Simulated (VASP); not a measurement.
Set up this calculation in VASP 6.6.1, as the native input.

* Task: single point
* Functional: r2SCAN
* Potentials or basis: VASP PAW PBE potentials, release 64 (Br)
* Cutoff: 520 eV
* k mesh: 18 × 18 × 18
* Occupations: gaussian, width 0.1 eV
* Spin: no spin polarisation
* Dipole correction: no
* Further INCAR settings: ALGO = Normal; EDIFF = 1e-06; NBANDS = 14

The system is Br.

```
Br
1.0
    -2.83683    2.83683    1.87135
     2.83683   -2.83683    1.87135
     2.83683    2.83683   -1.87135
Br
2
Direct
  0.00000 0.00000 0.00000
  0.75000 0.25000 0.50000
```

The input as run:

POSCAR

```
Br
1.0
   -2.8368332099      2.8368332099      1.8713450566
    2.8368332099     -2.8368332099      1.8713450566
    2.8368332099      2.8368332099     -1.8713450566
Br
2
Direct
    0.0000000000      0.0000000000      0.0000000000
    0.7500000000      0.2500000000      0.5000000000
```

INCAR.step1

```
  PREC = Accurate
  ENCUT = 520
  ISMEAR = 0
  SIGMA = 0.1
  LREAL = False
  LASPH = True
  NELM = 100
  NBANDS = 14
  GGA = PE
  ALGO = Normal
  EDIFF = 1E-4
  LWAVE = True
  LCHARG = False
```

INCAR.step2

```
  PREC = Accurate
  ENCUT = 520
  EDIFF = 1E-6
  ISMEAR = 0
  SIGMA = 0.1
  LREAL = False
  LASPH = True
  NELM = 100
  ALGO = Normal
  ISIF = 2
  LWAVE = False
  LCHARG = False
  METAGGA = R2SCAN
  LMIXTAU = True
  NBANDS = 14
  ISTART = 1
```

KPOINTS

```
regular mesh
0
Gamma
  18 18 18
```

Potentials or basis: VASP PAW PBE potentials, release 64 (Br).

The run is started by

```bash
$ cat potpaw_PBE.64/Br/POTCAR > POTCAR
$ cp INCAR.step1 INCAR
$ mpirun -np 1 vasp_std > vasp.out
$ cp INCAR.step2 INCAR
$ mpirun -np 1 vasp_std > vasp.out
```

Results of the run:

```yaml
Pressure: 0.0 GPa
Band_gap_on_the_k_mesh: zero (band 7 reaches 1.74 eV, above the bottom of band 8 at -0.07 eV)
```

Caveat: the PAW data sets were made with another functional, which shifts forces and pressure a little.

Run time: 33 min on 1 thread of AMD EPYC 9R45 (Zen 5) (shared host), peak memory 0.43 GiB.
